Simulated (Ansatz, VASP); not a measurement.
# One calculation of LuCdAg4, two programs

File POSCAR:

```
LuCdAg4
1.0
    0.0000000000      3.8320120000      3.8320120000
    3.8320120000      0.0000000000      3.8320120000
    3.8320120000      3.8320120000      0.0000000000
Ag Cd Lu
4 1 1
Direct
    0.3742300000      0.3742300000      0.3742300000
    0.8773100000      0.3742300000      0.3742300000
    0.3742300000      0.3742300000      0.8773100000
    0.3742300000      0.8773100000      0.3742300000
    0.0000000000      0.0000000000      0.0000000000
    0.7500000000      0.7500000000      0.7500000000
```

The input INCAR.step1:

```
SYSTEM = LuCdAg4
PREC = Accurate ; ENCUT = 520
ISMEAR = -1 ; SIGMA = 0.1
LREAL = .FALSE. ; LASPH = .TRUE.
NELM = 100 ; NBANDS = 50
GGA = PE ; ALGO = Normal
EDIFF = 1E-4 ; LWAVE = .TRUE.
LCHARG = .FALSE.
```

Contents of INCAR.step2:

```
SYSTEM = LuCdAg4
PREC = Accurate ; ENCUT = 520
EDIFF = 1E-6 ; ISMEAR = -1
SIGMA = 0.1 ; LREAL = .FALSE.
LASPH = .TRUE. ; NELM = 100
ALGO = Normal ; ISIF = 2
LWAVE = .FALSE. ; LCHARG = .FALSE.
METAGGA = R2SCAN ; LMIXTAU = .TRUE.
NBANDS = 50 ; ISTART = 1
```

KPOINTS

```
regular mesh
0
G
  8 8 8
  0 0 0
```

Input for Ansatz:

```yaml
crystal:
  lattice:
    - [0.0, 3.832012, 3.832012]
    - [3.832012, 0.0, 3.832012]
    - [3.832012, 3.832012, 0.0]
  atoms:
    - { symbol: Ag, position: [0.37423, 0.37423, 0.37423] }
    - { symbol: Ag, position: [0.87731, 0.37423, 0.37423] }
    - { symbol: Ag, position: [0.37423, 0.37423, 0.87731] }
    - { symbol: Ag, position: [0.37423, 0.87731, 0.37423] }
    - { symbol: Cd, position: [0.0, 0.0, 0.0] }
    - { symbol: Lu, position: [0.75, 0.75, 0.75] }
  symmetry: { tolerance: 0.0003 }
kpoints:
  mp_grid: { grid: [8, 8, 8], shift: [0, 0, 0] }
  band_path:
    path:
      - [0.0, 0.0, 0.0]
      - [-0.5, -0.5, 0.0]
      - [-0.375, -0.375, 0.25]
      - [-0.375, 0.0, 0.375]
      - [0.0, 0.0, 0.0]
      - [0.0, 0.0, 0.5]
      - [-0.5, -0.25, 0.25]
      - [-0.5, -0.5, 0.0]
    npoints: 8
magnetization:
  spin_polarized: false
scf:
  occupations: { method: fermi_dirac }
  lower_state_search: "off"
  max_iter: 200
hamiltonian:
  pseudopotentials: { kind: paw }
  xc: r2scan
basis:
  ecutwfc: 500
  fft_grid_basis: typed
output:
  forces: true
  stress: true
  eigenvalues: true
  bader: true
  populations: true
  elf: true
  write_potential: true
  volumetric_format: npy
  dos:
    e_range: [-12, 8]
    de: 0.05
    projected: { site_lists: { Ag: [Ag], Cd: [Cd], Lu: [Lu] } }
checkpoint:
  read: saved_state
```

Alike in both runs: task single point; functional r2SCAN; k mesh 8 × 8 × 8; no spin polarisation.

|  | VASP | Ansatz |
| --- | --- | --- |
| version | VASP 6.6.1 | Ansatz 0.2.0 |
| potentials or method | VASP PAW PBE potentials, release 64 (Ag, Cd, Lu), cutoff 520 eV | PAW plane waves |
| occupations | fermi-dirac, width 0.1 eV | fermi-dirac |
| valence electrons in the cell | 81 | 121 |

Ansatz gave:

* pressure (GPa): 3.9
* rms of the force components (eV/Å): 0.109

Q: Estimate VASP's values.

A: Pressure (GPa): 4.3; rms of the force components (eV/Å): 0.110.

VASP's potentials were made for PBE, not for r2SCAN. Atom by atom the forces differ by 0.001 eV/Å (rms over components). VASP's potentials hold 81 valence electrons a cell and Ansatz's 121, so a difference there can come from the potentials and not from the codes.

Neither program's run includes spin-orbit coupling.
